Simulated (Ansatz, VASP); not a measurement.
# AlRu in VASP and in Ansatz

Contents of INCAR:

```
PREC = Accurate
ENCUT = 520
EDIFF = 1E-7
ISMEAR = 0
SIGMA = 0.15
LREAL = False
LASPH = True
NELM = 60
ALGO = Fast
ISIF = 2
LWAVE = False
LCHARG = False
GGA = PE
NBANDS = 16
```

File KPOINTS:

```
Automatic mesh
0
Gamma
  20 20 20
```

Contents of POSCAR:

```
AlRu
1.0
    3.3982206405      0.0000000000      0.0000000000
    0.0000000000      2.6099488087      0.0000000000
    0.0000000000      0.0000000000      3.0040847246
Al Ru
1 1
Direct
    0.0000000000      0.0000000000      0.0000000000
    0.5000000000      0.5000000000      0.5000000000
```

Input for Ansatz:

```yaml
crystal:
  lattice:
    - [3.3982206405, 0.0, 0.0]
    - [0.0, 2.6099488087, 0.0]
    - [0.0, 0.0, 3.0040847246]
  atoms:
    - { symbol: Al, position: [0.0, 0.0, 0.0] }
    - { symbol: Ru, position: [0.5, 0.5, 0.5] }
basis:
  ecutwfc: 420
kpoints:
  mp_grid: { grid: [20, 20, 20] }
hamiltonian:
  xc: pbe
scf:
  occupations: { method: gaussian, width: 0.15 }
output:
  forces: true
  stress: true
  eigenvalues: true
```

Change from the starting cell: strain +0.1312 x Voigt [1, -1, 0, 0, 0, 0], atoms carried along.

Alike in both runs: task single point; functional PBE; k mesh 20 × 20 × 20; occupations gaussian, width 0.15 eV; no spin polarisation.

|  | VASP | Ansatz |
| --- | --- | --- |
| version | VASP 6.6.1 | Ansatz 0.2.0 |
| potentials or method | VASP PAW PBE potentials, release 64 (Al, Ru_pv), cutoff 520 eV | scalar-relativistic, plane waves, PAW |
| valence electrons in the cell | 17 | 19 |

|  | VASP | Ansatz | Ansatz less VASP |
| --- | --- | --- | --- |
| gap on the k mesh at the Fermi level (eV) | none | none | - |
| pressure (GPa) | 10.3 | 10.4 | +0.03 |
| traceless stress, the component that is largest in VASP (GPa) | 26.69 | 26.71 | +0.011 |

A gap of «none» marks a metal or a gap that the smearing closes. The functional is the same, so the differences come from potentials, cutoffs and numerics. VASP's potentials hold 17 valence electrons a cell and Ansatz's 19, so a difference there can come from the potentials and not from the codes.
